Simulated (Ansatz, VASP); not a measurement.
**W in VASP and in Ansatz**

Contents of INCAR:

```
  PREC = Accurate
  ENCUT = 600
  EDIFF = 1E-6
  ISMEAR = 0
  SIGMA = 0.1
  LREAL = F
  LASPH = T
  NELM = 60
  ALGO = Fast
  ISIF = 3
  LWAVE = F
  LCHARG = F
  GGA = PE
  IBRION = 2
  NSW = 100
  EDIFFG = -0.01
```

File KPOINTS:

```
Automatic mesh
0
Gamma
  24 24 22
```

The input POSCAR:

```
W
1.0
    2.7880642898      0.0000000000      0.0000000000
   -1.3940321449      2.4145345023      0.0000000000
    0.0000000000      0.0000000000      2.5865332110
W
1
Direct
    0.0000000000      0.0000000000      0.0000000000
```

Input for Ansatz:

```yaml
crystal:
  lattice:
    - [2.7880642898, 0.0, 0.0]
    - [-1.3940321449, 2.4145345023, 0.0]
    - [0.0, 0.0, 2.586533211]
  atoms:
    - { symbol: W, position: [0.0, 0.0, 0.0] }
basis:
  ecutwfc: 420
kpoints:
  mp_grid: { grid: [24, 24, 22] }
hamiltonian:
  xc: pbe
scf:
  occupations: { method: gaussian, width: 0.1 }
output:
  forces: true
  stress: true
  eigenvalues: true
relax:
  adjacent_minimum: "off"
  f_tol: 0.01
  max_steps: 80
  cell: { stress_tol: 0.05 }
```

Alike in both runs: task relaxation of cell and atoms; functional PBE; k mesh 24 × 24 × 22; occupations gaussian, width 0.1 eV; no spin polarisation.

|  | VASP | Ansatz |
| --- | --- | --- |
| version | VASP 6.6.1 | Ansatz 0.2.0 |
| potentials or method | VASP PAW PBE potentials, release 64 (W_sv), cutoff 600 eV | scalar-relativistic, plane waves, PAW |
| valence electrons in the cell | 14 | 14 |

```tsv
	VASP	Ansatz	Ansatz less VASP
gap on the k mesh at the Fermi level, each at its own relaxed structure (eV)	none	none	-
relaxed volume (Å³/atom)	17.52	17.48	-0.045
relaxed cell length with the largest relative difference (Å)	2.601	2.597	-0.0039
```

A gap of «none» marks a metal or a gap that the smearing closes.

Neither program's run includes spin-orbit coupling.
